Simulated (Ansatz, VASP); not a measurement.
# WSe: VASP beside Ansatz

INCAR

```
SYSTEM = WSe
PREC = Accurate
ENCUT = 520
EDIFF = 1E-6
ISMEAR = 0
SIGMA = 0.1
LREAL = .False.
LASPH = .True.
NELM = 150
ALGO = Normal
ISIF = 2
LWAVE = .False.
LCHARG = .False.
ISPIN = 2
MAGMOM = 1 0
LORBIT = 11
LMAXMIX = 4
LDAU = .True.
LDAUTYPE = 2
LDAUL = 2 -1
LDAUU = 6.2 0
LDAUJ = 0 0
LDAUPRINT = 1
GGA = PE
NBANDS = 21
```

KPOINTS

```
regular mesh
0
Gamma
  12 12 12
  0 0 0
```

Contents of POSCAR:

```
WSe
1.0
    3.3746749393      0.0000000000      0.0000000000
    0.0000000000      3.3746749393      0.0000000000
    0.0000000000      0.0000000000      3.3746749393
W Se
1 1
Direct
    0.0000000000      0.0000000000      0.0000000000
    0.5000000000      0.5000000000      0.5000000000
```

Input for Ansatz:

```yaml
crystal:
  lattice:
    - [3.3746749412, 0.0, 0.0]
    - [0.0, 3.3746749412, 0.0]
    - [0.0, 0.0, 3.3746749412]
  atoms:
    - { symbol: W, position: [0.0, 0.0, 0.0], spin: 1.0 }
    - { symbol: Se, position: [0.5, 0.5, 0.5] }
basis:
  ecutwfc: 420
kpoints:
  mp_grid: { grid: [12, 12, 12] }
hamiltonian:
  xc: pbe
  hubbard: { sites: [{ species: W, l: d, u_eff: 6.2 }] }
scf:
  occupations: { method: gaussian, width: 0.1 }
output:
  forces: true
  stress: true
  eigenvalues: true
  populations: true
magnetization:
  spin_polarized: true
```

Alike in both runs: task single point; functional PBE; k mesh 12 × 12 × 12; occupations gaussian, width 0.1 eV; collinear spin; Hubbard terms W d U = 6.2 eV.

|  | VASP | Ansatz |
| --- | --- | --- |
| version | VASP 6.6.1 | Ansatz 0.2.0 |
| potentials or method | VASP PAW PBE potentials, release 64 (W_sv, Se), cutoff 520 eV | scalar-relativistic, plane waves, PAW |
| valence electrons in the cell | 20 | 30 |

```tsv
	VASP	Ansatz	Ansatz less VASP
gap on the k mesh at the Fermi level (eV)	none	none	-
pressure (GPa)	-9.9	15.1	+25.01
net moment per atom (μB)	1.02	1.97	+0.948
size of the moment on the site where the two differ most (μB)	1.90	3.30	+1.403
```

The net moments are unlike, so the other rows may belong to different states. Site moments also hang on the region over which each program counts them. The programs project onto different local orbitals, so the same U acts differently, and such runs can settle in different states. A gap of «none» marks a metal or a gap that the smearing closes. VASP's potentials hold 20 valence electrons a cell and Ansatz's 30, so a difference there can come from the potentials and not from the codes. Ansatz's warnings: filled band counts differ across k points.

Neither program's run includes spin-orbit coupling.
